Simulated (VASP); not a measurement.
TiAl3: single point with PBE

TiAl3:

```xyz
4
Lattice="-1.9227 1.9996 4.3114 1.9227 -1.9996 4.3114 1.9227 1.9996 -4.3114" Properties=species:S:1:pos:R:3 pbc="T T T"
Ti    0.0000    0.0000    0.0000
Al    0.0000    0.0000    4.3114
Al    0.0000    1.9996    2.1557
Al    1.9227    0.0000    2.1557
```

This cell differs from its parent crystal: strain +0.0400 x Voigt [0, 1, 0, 0, 0, 0].

| Quantity | Value |
| --- | --- |
| Program | VASP 6.6.1 |
| Task | single point |
| Functional | PBE |
| Potentials or basis | VASP PAW PBE potentials, release 64 (Ti_sv, Al) |
| Cutoff | 520 eV |
| k mesh | 18 × 18 × 18 |
| Occupations | gaussian, width 0.15 eV |
| Spin | no spin polarisation |

```
Pressure               : -3.8 GPa
Largest force          : 0.020 eV/Å
Band gap on the k mesh : zero (an odd number of electrons rules out a gap without spin polarisation)
```

Forces in eV/Å, atoms in the order of the input:
```
Ti   0.000  0.000  0.000
Al   0.000  0.000  0.000
Al   0.000  0.000  0.020
Al   0.000  0.000 -0.020
```

Stress tensor (GPa, compression positive):
```
-2.85  0.00  0.00
 0.00 -7.12  0.00
 0.00  0.00 -1.58
```

Levels at points of the mesh, in eV from the Fermi level:
```tsv
k point	band 9	band 10	band 11	band 12	band 13	band 14
(0.00, 0.00, 0.00)	-1.34	-1.02	0.76	1.25	1.71	1.83
(0.50, 0.00, 0.00)	-0.91	-0.16	0.50	1.46	2.15	2.58
(0.00, 0.50, 0.00)	-1.24	-0.23	0.37	1.68	1.79	2.50
(0.50, 0.50, 0.00)	-2.71	-2.14	-0.90	1.50	1.85	2.66
(0.50, 0.50, 0.50)	-0.72	-0.21	0.59	0.72	0.88	2.94
```

Wall time 34 min on 1 thread of Intel(R) Xeon(R) 6975P-C (Granite Rapids), on a shared host, peak memory 1 GiB.

Caveat: the cell differs from its parent crystal (strain +0.0400 x Voigt [0, 1, 0, 0, 0, 0]); the stress differs along the axes, from -7 to -2 GPa.
